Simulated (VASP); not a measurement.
Wanted: the native input for a VASP 6.6.1 run.

* Task: relaxation of cell and atoms
* Functional: PBEsol
* Potentials or basis: VASP PAW PBE potentials, release 64 (Os)
* Cutoff: 600 eV
* k mesh: 20 × 20 × 20
* Occupations: fermi-dirac, width 0.1 eV
* Spin: no spin polarisation
* Dipole correction: no
* Further INCAR settings: ALGO = Normal; EDIFF = 1e-06; IBRION = 2; EDIFFG = -0.02; NSW = 60; ISIF = 3

The structure of Os lies in POSCAR:

```
Os
1.0
    0.0000000000      1.9450000000      1.9450000000
    1.9450000000      0.0000000000      1.9450000000
    1.9450000000      1.9450000000      0.0000000000
Os
1
Direct
    0.0000000000      0.0000000000      0.0000000000
```

These files were run (other wordings do the same):

INCAR

```
SYSTEM = Os
  ALGO = Normal
  EDIFF = 1E-6
  EDIFFG = -0.02
  ENCUT = 600
  GGA = PS
  IBRION = 2
  ISIF = 3
  ISMEAR = -1
  LASPH = .True.
  LCHARG = .False.
  LREAL = .False.
  LWAVE = .False.
  NELM = 60
  NSW = 60
  PREC = Accurate
  SIGMA = 0.1
```

KPOINTS

```
k-points
0
Gamma
  20 20 20
  0 0 0
```

Potentials or basis: VASP PAW PBE potentials, release 64 (Os).

Command:

```console
$ cat potpaw_PBE.64/Os/POTCAR > POTCAR
$ mpirun -np 1 vasp_std > vasp.out
```

Results of the run:

```yaml
Relaxed_volume: 13.97 Å³/atom
Relaxed_cell: a = 2.703 Å, b = 2.703 Å, c = 2.703 Å, α = 60.00°, β = 60.00°, γ = 60.00°
Space_group_after_relaxing_to_0.05_Å: Fm-3m (No. 225)
Energy_gained_by_relaxing: 48.5 meV/atom
Ionic_steps: 5
Pressure_after_relaxing: 0.0 GPa
Band_gap_on_the_k_mesh: zero (band 4 reaches 11.66 eV, above the bottom of band 5 at 7.65 eV)
```

Caveat: the PAW data sets were made with another functional, which shifts forces and pressure a little; spin-orbit coupling is left out, which moves the levels of the heavy elements.

It took 74 s on 1 thread of Intel(R) Xeon(R) Platinum 8259CL CPU @ 2.50GHz (Skylake/Cascade Lake) (shared host), peak memory 0.19 GiB.
